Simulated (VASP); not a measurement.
Set up this calculation in VASP 6.6.1, as the native input.

```
Task                   : single point
Functional             : PBE
Potentials or basis    : VASP PAW PBE potentials, release 64 (Sb)
Cutoff                 : 520 eV
k mesh                 : 18 × 18 × 18
Occupations            : gaussian, width 0.1 eV
Spin                   : no spin polarisation
Dipole correction      : no
Further INCAR settings : ALGO = Normal; EDIFF = 1e-06; NBANDS = 8
```

The structure of Sb lies in POSCAR:

```
Sb
1.0
    3.1095510566      0.0000000000      0.0000000000
    0.0000000000      3.1095510566      0.0000000000
    0.0000000000      0.0000000000      3.1095332137
Sb
1
Direct
    0.5000000000      0.5000000000      0.0000000000
```

The cell was built from a structure type or drawn by symmetry, and may not be a known phase.

One way to write it, as run:

INCAR

```
SYSTEM = Sb
ALGO = Normal ; EDIFF = 1E-6
ENCUT = 520 ; GGA = PE
ISIF = 2 ; ISMEAR = 0
LASPH = .True. ; LCHARG = .True.
LELF = .True. ; LREAL = .False.
LVHAR = .True. ; LWAVE = .False.
NBANDS = 8 ; NELM = 80
PREC = Accurate ; SIGMA = 0.1
```

KPOINTS

```
k-points
0
Gamma
  18 18 18
  0 0 0
```

Potentials or basis: VASP PAW PBE potentials, release 64 (Sb).

Command:

```console
$ cat potpaw_PBE.64/Sb/POTCAR > POTCAR
$ mpirun -np 1 vasp_std > vasp.out
```

It gave:

```yaml
Pressure: 0.0 GPa
Band_gap_on_the_k_mesh: zero (an odd number of electrons rules out a gap without spin polarisation)
```

Caveat: spin-orbit coupling is left out, which moves the levels of the heavy elements.

Run time: 45 s on 1 thread of Intel Xeon 8259CL, with other jobs on the host, peak memory 0.18 GiB.
